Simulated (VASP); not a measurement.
Input of a VASP 6.6.1 run:

The input INCAR:

```
PREC = Accurate
ENCUT = 500
EDIFF = 1E-6
ISMEAR = 0
SIGMA = 0.1
LREAL = F
LASPH = T
NELM = 120
ALGO = Normal
ISIF = 2
LWAVE = F
LCHARG = F
GGA = PE
NBANDS = 18
GGA_COMPAT = F
```

The input KPOINTS:

```
regular mesh
0
Gamma
  6 6 2
```

The input POSCAR:

```
Na
1.0
    3.1966520447     -1.8565520294      0.0000000000
    3.1966520447      1.8565520294      0.0000000000
   -2.1744518352      0.0000000000      9.3648511597
Na
3
Direct
    0.0000000000      0.0000000000      0.0000000000
    0.2224150000      0.2224150000      0.6666760000
    0.7775850000      0.7775850000      0.3333240000
```

Potentials or basis: VASP PAW PBE potentials, release 64 (Na_pv).

The run is started by

```bash
$ cat potpaw_PBE.64/Na_pv/POTCAR > POTCAR
$ mpirun -np 1 vasp_std > vasp.out
```

(1) What does it give for the band gap on the k mesh?

(2) Estimate the pressure.

Answers

(1) zero (an odd number of electrons rules out a gap without spin polarisation).

(2) 0.0 GPa.
